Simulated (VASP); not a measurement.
# MgSi (Cmcm) in VASP: notebook

The runs below take MgSi through single point, relaxation of cell and atoms, with PBEsol.

All numbers are computed with VASP 6.6.1; they aren't measurements. Logs are shortened: lines on timing, memory, paths and dates and some standing lists are left out, and cuts for length are marked.

## (1) The cell of the first run

It takes space group Cmcm (No. 63, orthorhombic). The conventional cell has a = 4.038 Å, b = 10.039 Å, c = 3.642 Å, α = 90.00°, β = 90.00°, γ = 90.00°. Mg (site symmetry m2m) has 7 Si at 2.75 to 3.04 Å and 6 Mg at 3.40 to 3.49 Å within 3.6 Å. Si (site symmetry m2m) has 2 Si at 2.39 Å and 7 Mg at 2.75 to 3.04 Å within 3.2 Å.

## (2) Single point, PBEsol

Input file INCAR:

```
PREC = Accurate ; ENCUT = 520
EDIFF = 1E-7 ; ISMEAR = 0
SIGMA = 0.1 ; LREAL = False
LASPH = True ; NELM = 60
ALGO = Normal ; ISIF = 2
LWAVE = False ; LCHARG = False
GGA = PS ; NBANDS = 14
```

Input file KPOINTS:

```
regular mesh
0
Gamma
  12 12 12
```

Input file POSCAR:

```
MgSi
1.0
    2.0189440029     -5.0195778768      0.0000000000
    2.0189440029      5.0195778768      0.0000000000
    0.0000000000      0.0000000000      3.6418802110
Mg Si
2 2
Direct
    0.6483542216      0.3516457784      0.2500000000
    0.3516457784      0.6483542216      0.7500000000
    0.9226175228      0.0773824772      0.2500000000
    0.0773824772      0.9226175228      0.7500000000
```

Potentials or basis: VASP PAW PBE potentials, release 64 (Mg, Si).

Started as:

```bash
> cat potpaw_PBE.64/Mg/POTCAR potpaw_PBE.64/Si/POTCAR > POTCAR
> mpirun -np 1 vasp_std > vasp.out
```

OUTCAR:

```text
PREC = Accurate
   ENCUT = 520
   EDIFF = 1E-7
   ISMEAR = 0
   LREAL = False
   LASPH = True
   NELM = 60
   ISIF = 2
   GGA = PS

 ion  position               nearest neighbor table
   1  0.648  0.352  0.250-   3 2.75   4 2.81   4 2.81   4 2.81   4 2.81   3 3.04   3 3.04   2 3.40
                             2 3.40   2 3.40   2 3.40   2 3.49   2 3.49
   2  0.352  0.648  0.750-   4 2.75   3 2.81   3 2.81   3 2.81   3 2.81   4 3.04   4 3.04   1 3.40
                             1 3.40   1 3.40   1 3.40   1 3.49   1 3.49
   3  0.923  0.077  0.250-   4 2.39   4 2.39   1 2.75   2 2.81   2 2.81   2 2.81   2 2.81   1 3.04
                             1 3.04
   4  0.077  0.923  0.750-   3 2.39   3 2.39   2 2.75   1 2.81   1 2.81   1 2.81   1 2.81   2 3.04
                             2 3.04

  LATTYP: Found a base centered orthorhombic cell.
 ALAT       =     4.0378880058
 B/A-ratio  =     2.4862392764
 C/A-ratio  =     0.9019269989

  Lattice vectors:

 A1 = (   2.0189440029,  -5.0195778768,   0.0000000000)
 A2 = (   2.0189440029,   5.0195778768,   0.0000000000)
 A3 = (   0.0000000000,   0.0000000000,   3.6418802110)

Analysis of symmetry for initial positions (statically):
=====================================================================
 Subroutine PRICEL returns:
 Original cell was already a primitive cell.

 Routine SETGRP: Setting up the symmetry group for a
 base centered orthorhombic supercell.

 Subroutine GETGRP returns: Found  8 space group operations
 (whereof  4 operations were pure point group operations)
 out of a pool of  8 trial point group operations.

The static configuration has the point symmetry C_2h.
 The point group associated with its full space group is D_2h.

Analysis of symmetry for dynamics (positions and initial velocities):
=====================================================================
 Subroutine PRICEL returns:
 Original cell was already a primitive cell.

 Routine SETGRP: Setting up the symmetry group for a
 base centered orthorhombic supercell.

 Subroutine GETGRP returns: Found  8 space group operations
 (whereof  4 operations were pure point group operations)
 out of a pool of  8 trial point group operations.

The dynamic configuration has the point symmetry C_2h.
 The point group associated with its full space group is D_2h.

 Subroutine INISYM returns: Found  8 space group operations
 (whereof  4 operations are pure point group operations),
 and found     1 'primitive' translations

----------------------------------------------------------------------------------------

                                     Primitive cell

  volume of cell :      73.8154

  direct lattice vectors                    reciprocal lattice vectors
     2.018944003 -5.019577877  0.000000000     0.247654219 -0.099609970  0.000000000
     2.018944003  5.019577877  0.000000000     0.247654219  0.099609970  0.000000000
     0.000000000  0.000000000  3.641880211     0.000000000  0.000000000  0.274583441

  length of vectors
     5.410387874  5.410387874  3.641880211     0.266935869  0.266935869  0.274583441

  position of ions in fractional coordinates (direct lattice)
     0.648354222  0.351645778  0.250000000
     0.351645778  0.648354222  0.750000000
     0.922617523  0.077382477  0.250000000
     0.077382477  0.922617523  0.750000000

  ion indices of the primitive-cell ions
   primitive index   ion index
                 1           1
                 2           2
                 3           3
                 4           4

----------------------------------------------------------------------------------------

 KPOINTS: regular mesh

Automatic generation of k-mesh.
 Grid dimensions read from file:
 generate k-points for:   12   12   12

 Generating k-lattice:

  Cartesian coordinates                     Fractional coordinates (reciprocal lattice)
     0.020637852 -0.008300831  0.000000000     0.083333333  0.000000000  0.000000000
     0.020637852  0.008300831  0.000000000     0.000000000  0.083333333  0.000000000
     0.000000000  0.000000000  0.022881953     0.000000000  0.000000000  0.083333333

  Length of vectors
     0.022244656  0.022244656  0.022881953

  Shift w.r.t. Gamma in fractional coordinates (k-lattice)
     0.000000000  0.000000000  0.000000000

 Subroutine IBZKPT returns following result:
 ===========================================

 Found    301 irreducible k-points:

 Following reciprocal coordinates:
            Coordinates               Weight
  0.000000  0.000000  0.000000      1.000000
  0.083333  0.000000  0.000000      4.000000
  0.166667  0.000000  0.000000      4.000000
  0.250000  0.000000  0.000000      4.000000
  0.333333  0.000000  0.000000      4.000000
  0.416667  0.000000  0.000000      4.000000
[... 16 lines left out ...]
  0.500000  0.166667  0.000000      4.000000
 -0.416667  0.166667  0.000000      4.000000
 [... further k-points ...]
   k-points           NKPTS =    301   k-points in BZ     NKDIM =    301   number of bands    NBANDS=     14
   number of dos      NEDOS =    301   number of ions     NIONS =      4
   total plane-waves  NPLWV =  44800
   dimension x,y,z NGX =    40 NGY =   40 NGZ =   28
   dimension x,y,z NGXF=    80 NGYF=   80 NGZF=   56
   ions per type =               2   2
   NGX,Y,Z   is equivalent  to a cutoff of  12.29, 12.29, 12.78 a.u.
   NGXF,Y,Z  is equivalent  to a cutoff of  24.58, 24.58, 25.56 a.u.
 SYSTEM =  unknown system
   PREC   = accura    normal or accurate (medium, high low for compatibility)
   ISTART =      0    job   : 0-new  1-cont  2-samecut
   ICHARG =      2    charge: 1-file 2-atom 10-const
   ISPIN  =      1    spin polarized calculation?
   LNONCOLLINEAR =      F non collinear calculations
   LSORBIT =      F    spin-orbit coupling
   LASPH  =      T    aspherical Exc in radial PAW
   ENCUT  =  520.0 eV  38.22 Ry    6.18 a.u.  10.06 10.06  6.77*2*pi/ulx,y,z
   NELM   =     60;   NELMIN=  2; NELMDL= -5     # of ELM steps
   EDIFF  = 0.1E-06   stopping-criterion for ELM
   LREAL  =      F    real-space projection
   EDIFFG = 0.1E-05   stopping-criterion for IOM
   NSW    =      0    number of steps for IOM
   IBRION =     -1    ionic relax: 0-MD 1-quasi-New 2-CG
   NFREE  =      0    steps in history (QN), initial steepest desc. (CG)
   ISIF   =      2    stress and relaxation
   ISYM   =      2    0-nonsym 1-usesym 2-fastsym
   POTIM  = 0.5000    time-step for ionic-motion
   TEBEG  =    0.0;   TEEND  =   0.0 temperature during run
   PSTRESS=    0.0 pullay stress
   NELECT =      12.0000    total number of electrons
   NUPDOWN=      -1.0000    fix difference up-down
   EMIN   =  10.00;   EMAX   =-10.00  energy-range for DOS
   EFERMI =   0.00;   METHOD = LEGACY
   ISMEAR =     0;   SIGMA  =   0.10  broadening in eV -4-tet -1-fermi 0-gaus
   EFERMI_NEDOS =   21; number of points for ismear=-14 and -15
   IALGO  =     38    algorithm
   IMIX   =      4    mixing-type and parameters
     AMIX     =   0.40;   BMIX     =  1.00
     AMIX_MAG =   1.60;   BMIX_MAG =  1.00
  volume/ion in A,a.u.               =      18.45       124.53
  Fermi-wavevector in a.u.,A,eV,Ry     =   0.893483  1.688438 10.861688  0.798312
  Thomas-Fermi vector in A             =   2.015566
   LORBIT       =      0    0 simple, 1 ext, 2 COOP (PROOUT), +10 PAW based schemes
   GGA     = PS    functional components
   LHFCALC =     F    Hartree Fock is set to
   AEXX    =    0.0000 exact exchange contribution
   IVDW    =     0    specifies the selected vdW correction
   LEPSILON=     F    determine dielectric tensor
   LRPA    =     F    only Hartree local field effects (RPA)
 non-spin polarized calculation
 Gauss-broadening in eV      SIGMA  =   0.10
  energy-cutoff  :      520.00
  volume of cell :       73.82
 maximum number of plane-waves:      2018
   NGX = 21   NGY = 21   NGZ = 13

 number of electron      11.9999999 magnetization

 Free energy of the ion-electron system (eV)
  ---------------------------------------------------
  ext. energy  EPLUGINS =         0.00000000
  ---------------------------------------------------
  free energy    TOTEN  =       -15.15772271 eV

  energy without entropy =      -15.15026176  energy(sigma->0) =      -15.15399224

 E-fermi :   5.5600     XC(G=0):  -9.6382

 val. band max:        5.5598178218   @ k =  -0.2500   0.0833   0.3333
 cond. band min:       5.5616079904   @ k =   0.5000   0.3333   0.3333
 fundamental gap:      0.0017901686
 Fermi energy:         5.5600204091

 k-point     1 :       0.0000    0.0000    0.0000
  band No.  band energies     occupation
      1      -5.9535      2.00000
      2      -0.2090      2.00000
      3       1.0558      2.00000
      4       3.3548      2.00000
      5       3.6622      2.00000
      6       5.9032      0.00000
      7       6.1669      0.00000
      8       6.3532      0.00000
      9       8.1710      0.00000
     10       9.4190      0.00000
     11      11.2218      0.00000
     12      11.8623      0.00000
     13      12.2875      0.00000
     14      13.5481      0.00000

 k-point     2 :       0.0833    0.0000    0.0000
  band No.  band energies     occupation
      1      -5.9042      2.00000
      2      -0.2871      2.00000
      3       1.1862      2.00000
      4       2.9176      2.00000
      5       3.6947      2.00000
      6       5.3782      1.98988
      7       6.4392      0.00000
      8       6.7419      0.00000
      9       8.8151      0.00000
     10       9.3660      0.00000
     11      11.3008      0.00000
     12      11.5986      0.00000
     13      12.5474      0.00000
     14      13.1872      0.00000
[... 343 lines left out ...]
      1      -5.1464      2.00000
      2      -1.4405      2.00000
      3       0.0424      2.00000
      4       3.0060      2.00000
      5       4.1470      2.00000
      6       5.3824      1.98799
      7       7.0642      0.00000
      8       7.6687      0.00000
      9       8.4679      0.00000
     10      10.2875      0.00000
     11      10.3936      0.00000
     12      10.7914      0.00000
     13      11.7262      0.00000
     14      13.0762      0.00000

 k-point    24 :      -0.4167    0.1667    0.0000
  band No.  band energies     occupation
      1      -5.3791      2.00000
      2      -1.5339      2.00000
      3       0.7689      2.00000
      4       3.1994      2.00000
      5       4.0146      2.00000
      6       5.3347      1.99856
      7       7.0074      0.00000
      8       8.2273      0.00000
      9       8.3926      0.00000
     10       9.1571      0.00000
     11      10.4445      0.00000
     12      11.0303      0.00000
     13      12.2191      0.00000
     14      12.9209      0.00000

 [... further k-points ...]

------------------------ aborting loop because EDIFF is reached ----------------------------------------

  FORCE on cell =-STRESS in cart. coord.  units (eV):
  Direction    XX          YY          ZZ          XY          YZ          ZX
  --------------------------------------------------------------------------------------
  -------------------------------------------------------------------------------------
  Total       -0.0452565     -0.0290282      0.0081937      0.0000000     -0.0000000      0.0000000
  in kB       -0.9823012     -0.6300627      0.1778451      0.0000000     -0.0000000      0.0000000
  external PRESSURE =      -0.4781729 kB  Pullay stress =       0.0000000 kB

 VOLUME and BASIS-vectors are now :
 -----------------------------------------------------------------------------
  energy-cutoff  :      520.00
  volume of cell :       73.82
      direct lattice vectors                 reciprocal lattice vectors
     2.018944003 -5.019577877  0.000000000     0.247654219 -0.099609970  0.000000000
     2.018944003  5.019577877  0.000000000     0.247654219  0.099609970  0.000000000
     0.000000000  0.000000000  3.641880211     0.000000000  0.000000000  0.274583441

 POSITION                                       TOTAL-FORCE (eV/Angst)
 -----------------------------------------------------------------------------------
      2.01894     -1.48935      0.91047         0.000000      0.002818     -0.000000
      2.01894      1.48935      2.73141         0.000000     -0.002818     -0.000000
      2.01894     -4.24272      0.91047         0.000000      0.006551      0.000000
      2.01894      4.24272      2.73141         0.000000     -0.006551     -0.000000
 -----------------------------------------------------------------------------------
    total drift:                                0.000000      0.000000     -0.000000

  FREE ENERGIE OF THE ION-ELECTRON SYSTEM (eV)
  ---------------------------------------------------
  free  energy   TOTEN  =       -15.1577227085 eV

  energy  without entropy=      -15.1502617624  energy(sigma->0) =      -15.15399224
```

Run time: 1.9 min. Hardware: 1 thread of Intel Xeon 6975P-C (Granite Rapids), shared host; peak memory 0.42 GiB.

What came out:

```yaml
Free_energy: -15.1577 eV
Pressure: 0.0 GPa
Largest_force: 0.007 eV/Å
Band_gap_on_the_k_mesh: zero (band 6 reaches 6.68 eV, above the bottom of band 7 at 4.74 eV)
```

Forces in eV/Å, atoms in the order of the input:
```
Mg   0.000  0.003  0.000
Mg   0.000 -0.003  0.000
Si   0.000  0.007  0.000
Si   0.000 -0.007  0.000
```

Stress tensor (GPa, compression positive):
```
-0.10  0.00  0.00
 0.00 -0.06  0.00
 0.00  0.00  0.02
```

Caveat: the PAW data sets were made with another functional, which shifts forces and pressure a little.

[end of part 1 of 2]
